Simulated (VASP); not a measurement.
Here is a VASP 6.6.1 calculation.

The input INCAR:

```
SYSTEM = Sb
PREC = Accurate ; ENCUT = 600
EDIFF = 1E-8 ; ISMEAR = -1
SIGMA = 0.05 ; LREAL = .False.
LASPH = .True. ; NELM = 80
ALGO = Normal ; ISIF = 3
LWAVE = .False. ; LCHARG = .False.
METAGGA = R2SCAN ; LMIXTAU = .True.
NBANDS = 12 ; IBRION = 6
NFREE = 2 ; POTIM = 0.015
NSW = 1
```

The input KPOINTS:

```
regular mesh
0
Gamma
  6 6 6
  0 0 0
```

The input POSCAR:

```
Sb
1.0
    2.1542000000      1.2437279499      3.7580000000
   -2.1542000000      1.2437279499      3.7580000000
    0.0000000000     -2.4874558998      3.7580000000
Sb
2
Direct
    0.7665100000      0.7665100000      0.7665100000
    0.2334900000      0.2334900000      0.2334900000
```

Potentials or basis: VASP PAW PBE potentials, release 64 (Sb).

Run with:

```sh
$ cat potpaw_PBE.64/Sb/POTCAR > POTCAR
$ mpirun -np 1 vasp_std > vasp.out
```

Question: Predict the Voigt bulk modulus.

Answer: 45 GPa.

Question: Predict the highest phonon frequency at Γ.

Answer: 158 cm⁻¹.

Phonon frequencies in cm⁻¹ (negative: imaginary):
```
              q point      frequencies
(0.000, 0.000, 0.000)  0 0 0 97 97 158
```

Caveat: the cell is under stress, which shifts elastic constants; the PAW data sets were made with another functional, which shifts forces and pressure a little.
